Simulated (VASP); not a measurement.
# Ti2Si (R-3m) in VASP: a series of runs

Runs on Ti2Si. Level: PBEsol. Tasks: single point, relaxation of cell and atoms.

Program: VASP 6.6.1. These are calculated values, not measurements. Logs are shortened: lines on timing, memory, paths and dates and some standing lists are left out, and cuts for length are marked.

### 1 The cell of the first run

Symmetry: R-3m, No. 166, trigonal system. The conventional cell has a = 3.511 Å, b = 3.511 Å, c = 14.168 Å, α = 90.00°, β = 90.00°, γ = 120.00°. Within 3.2 Å of Ti (site symmetry 3m) lie 3 Si at 2.45 Å and 3 Ti at 2.83 Å. Si (site symmetry -3m) has 6 Ti at 2.45 Å within 3.2 Å.

### 2 Single point, PBEsol

INCAR

```
SYSTEM = Ti2Si
PREC = Accurate
ENCUT = 520
EDIFF = 1E-7
ISMEAR = 0
SIGMA = 0.1
LREAL = .False.
LASPH = .True.
NELM = 60
ALGO = Fast
ISIF = 2
LWAVE = .False.
LCHARG = .False.
GGA = PS
NBANDS = 21
```

KPOINTS

```
regular mesh
0
Gamma
  6 6 6
  0 0 0
```

POSCAR

```
Ti2Si
1.0
    1.7553081253      1.0134276187      4.7226330437
   -1.7553081253      1.0134276187      4.7226330437
    0.0000000000     -2.0268552373      4.7226330437
Ti Si
2 1
Direct
    0.2637250410      0.2637250410      0.2637250410
    0.7362749590      0.7362749590      0.7362749590
    0.5000000000      0.5000000000      0.5000000000
```

Potentials or basis: VASP PAW PBE potentials, release 64 (Ti_sv, Si).

Started as:

```console
$ cat potpaw_PBE.64/Ti_sv/POTCAR potpaw_PBE.64/Si/POTCAR > POTCAR
$ mpirun -np 1 vasp_std > vasp.out
```

OUTCAR:

```text
SYSTEM = Ti2Si
   PREC = Accurate
   ENCUT = 520
   EDIFF = 1E-7
   ISMEAR = 0
   LREAL = .False.
   LASPH = .True.
   NELM = 60
   ISIF = 2
   GGA = PS

 ion  position               nearest neighbor table
   1  0.264  0.264  0.264-   3 2.45   3 2.45   3 2.45   2 2.83   2 2.83   2 2.83
   2  0.736  0.736  0.736-   3 2.45   3 2.45   3 2.45   1 2.83   1 2.83   1 2.83
   3  0.500  0.500  0.500-   1 2.45   1 2.45   2 2.45   2 2.45   1 2.45   2 2.45

  LATTYP: Found a trigonal (rhomboedric) cell.
 ALAT       =     5.1392027610
 COS(alpha) =     0.7666836268

  Lattice vectors:

 A1 = (   1.7553081253,   1.0134276187,   4.7226330437)
 A2 = (  -1.7553081253,   1.0134276187,   4.7226330437)
 A3 = (   0.0000000000,  -2.0268552373,   4.7226330437)

Analysis of symmetry for initial positions (statically):
=====================================================================
 Subroutine PRICEL returns:
 Original cell was already a primitive cell.

 Routine SETGRP: Setting up the symmetry group for a
 trigonal (rhombohedral) supercell.

 Subroutine GETGRP returns: Found 12 space group operations
 (whereof 12 operations were pure point group operations)
 out of a pool of 12 trial point group operations.

The static configuration has the point symmetry D_3d.

Analysis of symmetry for dynamics (positions and initial velocities):
=====================================================================
 Subroutine PRICEL returns:
 Original cell was already a primitive cell.

 Routine SETGRP: Setting up the symmetry group for a
 trigonal (rhombohedral) supercell.

 Subroutine GETGRP returns: Found 12 space group operations
 (whereof 12 operations were pure point group operations)
 out of a pool of 12 trial point group operations.

The dynamic configuration has the point symmetry D_3d.

 Subroutine INISYM returns: Found 12 space group operations
 (whereof 12 operations are pure point group operations),
 and found     1 'primitive' translations

----------------------------------------------------------------------------------------

                                     Primitive cell

  volume of cell :      50.4059

  direct lattice vectors                    reciprocal lattice vectors
     1.755308125  1.013427619  4.722633044     0.284850274  0.164458382  0.070582095
    -1.755308125  1.013427619  4.722633044    -0.284850274  0.164458382  0.070582095
     0.000000000 -2.026855237  4.722633044     0.000000000 -0.328916764  0.070582095

  length of vectors
     5.139202761  5.139202761  5.139202761     0.336404623  0.336404623  0.336404623

  position of ions in fractional coordinates (direct lattice)
     0.263725041  0.263725041  0.263725041
     0.736274959  0.736274959  0.736274959
     0.500000000  0.500000000  0.500000000

  ion indices of the primitive-cell ions
   primitive index   ion index
                 1           1
                 2           2
                 3           3

----------------------------------------------------------------------------------------

 KPOINTS: regular mesh

Automatic generation of k-mesh.
 Grid dimensions read from file:
 generate k-points for:    6    6    6

 Generating k-lattice:

  Cartesian coordinates                     Fractional coordinates (reciprocal lattice)
     0.047475046  0.027409730  0.011763682     0.166666667  0.000000000  0.000000000
    -0.047475046  0.027409730  0.011763682     0.000000000  0.166666667  0.000000000
     0.000000000 -0.054819461  0.011763682     0.000000000  0.000000000  0.166666667

  Length of vectors
     0.056067437  0.056067437  0.056067437

  Shift w.r.t. Gamma in fractional coordinates (k-lattice)
     0.000000000  0.000000000  0.000000000

 Subroutine IBZKPT returns following result:
 ===========================================

 Found     32 irreducible k-points:

 Following reciprocal coordinates:
            Coordinates               Weight
  0.000000  0.000000  0.000000      1.000000
  0.166667  0.000000 -0.000000      6.000000
  0.333333  0.000000  0.000000      6.000000
  0.500000  0.000000 -0.000000      3.000000
  0.166667  0.166667 -0.000000      6.000000
  0.333333  0.166667 -0.000000     12.000000
[... 16 lines left out ...]
  0.500000  0.500000  0.166667      6.000000
 -0.333333  0.500000  0.166667     12.000000
 [... further k-points ...]
   k-points           NKPTS =     32   k-points in BZ     NKDIM =     32   number of bands    NBANDS=     21
   number of dos      NEDOS =    301   number of ions     NIONS =      3
   total plane-waves  NPLWV =  64000
   dimension x,y,z NGX =    40 NGY =   40 NGZ =   40
   dimension x,y,z NGXF=    80 NGYF=   80 NGZF=   80
   ions per type =               2   1
   NGX,Y,Z   is equivalent  to a cutoff of  12.94, 12.94, 12.94 a.u.
   NGXF,Y,Z  is equivalent  to a cutoff of  25.88, 25.88, 25.88 a.u.
 SYSTEM =  Ti2Si
   PREC   = accura    normal or accurate (medium, high low for compatibility)
   ISTART =      0    job   : 0-new  1-cont  2-samecut
   ICHARG =      2    charge: 1-file 2-atom 10-const
   ISPIN  =      1    spin polarized calculation?
   LNONCOLLINEAR =      F non collinear calculations
   LSORBIT =      F    spin-orbit coupling
   LASPH  =      T    aspherical Exc in radial PAW
   ENCUT  =  520.0 eV  38.22 Ry    6.18 a.u.   9.56  9.56  9.56*2*pi/ulx,y,z
   NELM   =     60;   NELMIN=  2; NELMDL= -5     # of ELM steps
   EDIFF  = 0.1E-06   stopping-criterion for ELM
   LREAL  =      F    real-space projection
   EDIFFG = 0.1E-05   stopping-criterion for IOM
   NSW    =      0    number of steps for IOM
   IBRION =     -1    ionic relax: 0-MD 1-quasi-New 2-CG
   NFREE  =      0    steps in history (QN), initial steepest desc. (CG)
   ISIF   =      2    stress and relaxation
   ISYM   =      2    0-nonsym 1-usesym 2-fastsym
   POTIM  = 0.5000    time-step for ionic-motion
   TEBEG  =    0.0;   TEEND  =   0.0 temperature during run
   PSTRESS=    0.0 pullay stress
   NELECT =      28.0000    total number of electrons
   NUPDOWN=      -1.0000    fix difference up-down
   EMIN   =  10.00;   EMAX   =-10.00  energy-range for DOS
   EFERMI =   0.00;   METHOD = LEGACY
   ISMEAR =     0;   SIGMA  =   0.10  broadening in eV -4-tet -1-fermi 0-gaus
   EFERMI_NEDOS =   21; number of points for ismear=-14 and -15
   IALGO  =     68    algorithm
   IMIX   =      4    mixing-type and parameters
     AMIX     =   0.40;   BMIX     =  1.00
     AMIX_MAG =   1.60;   BMIX_MAG =  1.00
  volume/ion in A,a.u.               =      16.80       113.39
  Fermi-wavevector in a.u.,A,eV,Ry     =   1.345758  2.543114 24.641032  1.811065
  Thomas-Fermi vector in A             =   2.473645
   LORBIT       =      0    0 simple, 1 ext, 2 COOP (PROOUT), +10 PAW based schemes
   GGA     = PS    functional components
   LHFCALC =     F    Hartree Fock is set to
   AEXX    =    0.0000 exact exchange contribution
   IVDW    =     0    specifies the selected vdW correction
   LEPSILON=     F    determine dielectric tensor
   LRPA    =     F    only Hartree local field effects (RPA)
 non-spin polarized calculation
 RMM-DIIS sequential band-by-band and
 Gauss-broadening in eV      SIGMA  =   0.10
  energy-cutoff  :      520.00
  volume of cell :       50.41
 maximum number of plane-waves:      1382
 NGX is ok and might be reduce to    40
   NGX = 19   NGY = 19   NGZ = 19

 number of electron      28.0000000 magnetization

 Free energy of the ion-electron system (eV)
  ---------------------------------------------------
  ext. energy  EPLUGINS =         0.00000000
  ---------------------------------------------------
  free energy    TOTEN  =       -23.03369365 eV

  energy without entropy =      -23.02349854  energy(sigma->0) =      -23.02859610

 E-fermi :   7.8029     XC(G=0): -11.3079

 val. band max:        7.7928993865   @ k =  -0.1667   0.1667   0.0000
 cond. band min:       7.8040775537   @ k =   0.1667   0.1667  -0.0000
 fundamental gap:      0.0111781673
 Fermi energy:         7.8029273860

 k-point     1 :       0.0000    0.0000    0.0000
  band No.  band energies     occupation
      1     -48.5685      2.00000
      2     -48.4751      2.00000
      3     -25.0684      2.00000
      4     -24.9401      2.00000
      5     -24.9401      2.00000
      6     -24.8105      2.00000
[... 13 lines left out ...]
     20      10.7981      0.00000
     21      11.7171      0.00000

 k-point     2 :       0.1667    0.0000   -0.0000
  band No.  band energies     occupation
      1     -48.5607      2.00000
      2     -48.4789      2.00000
      3     -25.0525      2.00000
      4     -24.9672      2.00000
      5     -24.9473      2.00000
      6     -24.8297      2.00000
[... 13 lines left out ...]
     20      11.1246      0.00000
     21      11.8746      0.00000

 k-point     3 :       0.3333    0.0000    0.0000
  band No.  band energies     occupation
      1     -48.5414      2.00000
      2     -48.4901      2.00000
      3     -25.0365      2.00000
      4     -25.0114      2.00000
      5     -24.9616      2.00000
      6     -24.8457      2.00000
[... 13 lines left out ...]
     20      10.7291      0.00000
     21      12.1718      0.00000
[... 457 lines left out ...]
 k-point    23 :       0.5000    0.5000    0.1667
  band No.  band energies     occupation
      1     -48.5387      2.00000
      2     -48.4929      2.00000
      3     -25.0638      2.00000
      4     -25.0478      2.00000
      5     -24.9762      2.00000
      6     -24.8073      2.00000
[... 13 lines left out ...]
     20      10.5885      0.00000
     21      11.8699      0.00000

 k-point    24 :      -0.3333    0.5000    0.1667
  band No.  band energies     occupation
      1     -48.5270      2.00000
      2     -48.5005      2.00000
      3     -25.0797      2.00000
      4     -25.0571      2.00000
      5     -24.9917      2.00000
      6     -24.8250      2.00000
[... 13 lines left out ...]
     20      10.8004      0.00000
     21      11.3905      0.00000

 [... further k-points ...]

------------------------ aborting loop because EDIFF is reached ----------------------------------------

  FORCE on cell =-STRESS in cart. coord.  units (eV):
  Direction    XX          YY          ZZ          XY          YZ          ZX
  --------------------------------------------------------------------------------------
  -------------------------------------------------------------------------------------
  Total        0.1220429      0.1220429      0.0220049      0.0000000      0.0000000      0.0000000
  in kB        3.8791933      3.8791933      0.6994356      0.0000000      0.0000000      0.0000000
  external PRESSURE =       2.8192741 kB  Pullay stress =       0.0000000 kB

 VOLUME and BASIS-vectors are now :
 -----------------------------------------------------------------------------
  energy-cutoff  :      520.00
  volume of cell :       50.41
      direct lattice vectors                 reciprocal lattice vectors
     1.755308125  1.013427619  4.722633044     0.284850274  0.164458382  0.070582095
    -1.755308125  1.013427619  4.722633044    -0.284850274  0.164458382  0.070582095
     0.000000000 -2.026855237  4.722633044     0.000000000 -0.328916764  0.070582095

 POSITION                                       TOTAL-FORCE (eV/Angst)
 -----------------------------------------------------------------------------------
      0.00000      0.00000      3.73643        -0.000000     -0.000000     -0.016104
      0.00000      0.00000     10.43147        -0.000000      0.000000      0.016104
      0.00000      0.00000      7.08395         0.000000      0.000000      0.000000
 -----------------------------------------------------------------------------------
    total drift:                                0.000000      0.000000     -0.000000

  FREE ENERGIE OF THE ION-ELECTRON SYSTEM (eV)
  ---------------------------------------------------
  free  energy   TOTEN  =       -23.0336936499 eV

  energy  without entropy=      -23.0234985426  energy(sigma->0) =      -23.02859610
```

Wall time 2.9 min (1 thread of AMD EPYC 9R45 (Zen 5), shared host); peak memory 0.22 GiB.

What came out:

- Free energy: -23.0337 eV
- Pressure: 0.3 GPa
- Largest force: 0.016 eV/Å
- Band gap on the k mesh: zero (bands 14 and 15 overlap by 0.45 eV)

Forces in eV/Å, atoms in the order of the input:
```
Ti   0.000  0.000 -0.016
Ti   0.000  0.000  0.016
Si   0.000  0.000  0.000
```

Stress tensor (GPa, compression positive):
```
0.39 0.00 0.00
0.00 0.39 0.00
0.00 0.00 0.07
```

Caveat: the PAW data sets were made with another functional, which shifts forces and pressure a little.

[end of part 1 of 2]
